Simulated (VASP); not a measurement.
Write the native input for VASP 6.6.1 that does the following.

* Task: single point
* Functional: PBE
* Potentials or basis: VASP PAW PBE potentials, release 64 (Ba_sv, H)
* Cutoff: 520 eV
* k mesh: 1 × 1 × 1
* Occupations: fermi-dirac, width 0.15 eV
* Spin: no spin polarisation
* Dipole correction: no
* Further INCAR settings: LREAL = Auto; ALGO = Normal; EDIFF = 1e-06; NBANDS = 94

The structure of Ba16H (a cell with a defect) lies in POSCAR:

```
Ba16H
1.0
   10.0400000000      0.0000000000      0.0000000000
    0.0000000000     10.0400000000      0.0000000000
    0.0000000000      0.0000000000     10.0400000000
Ba H
16 1
Direct
    0.0098276687     -0.0061906697     -0.0003583045
    0.4971251974      0.0194283675      0.0001295912
    0.0100248216      0.5060500168     -0.0003573563
   -0.0010821366     -0.0030263996      0.4996997163
    0.2398206053      0.2498405333      0.2563319821
    0.4970457854      0.4803933950      0.0001196402
    0.5016774917      0.0035741401      0.4994859284
    0.7521245766      0.2500226483      0.2296261613
   -0.0009771645      0.5027367262      0.4996974716
    0.2501692181      0.7498491927      0.2534628695
    0.2404329442      0.2498384984      0.7434732803
    0.5015805942      0.4961670174      0.4994901708
    0.7489034934      0.7497887270      0.2462398564
    0.7517551123      0.2500290547      0.7701437393
    0.2504520905      0.7498522732      0.7459200023
    0.7486063809      0.7497847475      0.7532327195
    0.6220402209      0.2492042312     -0.0026432683
```

One way to write it, as run:

INCAR

```
SYSTEM = Ba16H
PREC = Accurate
ENCUT = 520
EDIFF = 1E-6
ISMEAR = -1
SIGMA = 0.15
LREAL = Auto
LASPH = .True.
NELM = 60
ALGO = Normal
ISIF = 2
LWAVE = .False.
LCHARG = .False.
GGA = PE
NBANDS = 94
```

KPOINTS

```
regular mesh
0
Gamma
  1 1 1
  0 0 0
```

Potentials or basis: VASP PAW PBE potentials, release 64 (Ba_sv, H).

Launch:

```bash
$ cat potpaw_PBE.64/Ba_sv/POTCAR potpaw_PBE.64/H/POTCAR > POTCAR
$ mpirun -np 1 vasp_gam > vasp.out
```

Results of the run:

```json
{"Pressure": "-0.9 GPa", "Largest force": "0.101 eV/Å"}
```

Caveat: the k points lie up to 0.63 Å⁻¹ apart.

Wall time 4.6 min on 1 thread of Intel(R) Xeon(R) Platinum 8559C (Emerald Rapids) (shared host), peak memory 0.92 GiB.
